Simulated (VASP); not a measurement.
# MoW2C4: single point with PBE

The system is MoW2C4.

```
CELL_PARAMETERS angstrom
4.61204 0.00000 0.00000
-2.30602 3.99414 0.00000
0.00000 0.00000 3.86259
ATOMIC_POSITIONS crystal
Mo 0.00000 0.00000 0.50000
W 0.33333 0.66667 0.00000
W 0.66667 0.33333 0.00000
C 0.49914 0.00000 0.50000
C 0.00000 0.49914 0.50000
C 0.50086 0.50086 0.50000
C 0.00000 0.00000 0.00000
```

The cell was built from a structure type or drawn by symmetry, and may not be a known phase.

```json
{
 "Program": "VASP 6.6.1",
 "Task": "single point",
 "Functional": "PBE",
 "Potentials or basis": "VASP PAW PBE potentials, release 64 (Mo_sv, W_sv, C)",
 "Cutoff": "600 eV",
 "k mesh": "4 × 4 × 3",
 "Occupations": "gaussian, width 0.2 eV",
 "Spin": "no spin polarisation",
 "Dipole correction": "no",
 "Further INCAR settings": "ALGO = Normal; EDIFF = 1e-06; NBANDS = 38"
}
```

| Quantity | Value |
| --- | --- |
| Pressure | 0.4 GPa |
| Largest force | 0.010 eV/Å |
| Band gap on the k mesh | zero (bands 29 and 30 overlap by 1.22 eV) |

Forces on the atoms (eV/Å):
```
Mo   0.000  0.000  0.000
W    0.000  0.000  0.000
W    0.000  0.000  0.000
C    0.010  0.000  0.000
C   -0.005  0.009  0.000
C   -0.005 -0.009  0.000
C    0.000  0.000  0.000
```

Stress tensor (GPa, compression positive):
```
0.27 0.00 0.00
0.00 0.27 0.00
0.00 0.00 0.54
```

Levels at points of the mesh, in eV from the Fermi level:
```tsv
k point	band 27	band 28	band 29	band 30	band 31	band 32
(0.00, 0.00, 0.00)	-2.20	-1.32	-1.32	0.33	1.77	1.77
(0.50, 0.00, 0.00)	-0.69	-0.49	-0.10	0.14	0.63	0.72
```

Run time: 27 s on 1 thread of Intel(R) Xeon(R) Platinum 8559C (Emerald Rapids) (shared host), peak memory 0.23 GiB.

Caveat: the k points lie up to 0.54 Å⁻¹ apart, too coarse for converged energies and pressures of a metal; spin-orbit coupling is left out, which moves the levels of the heavy elements.
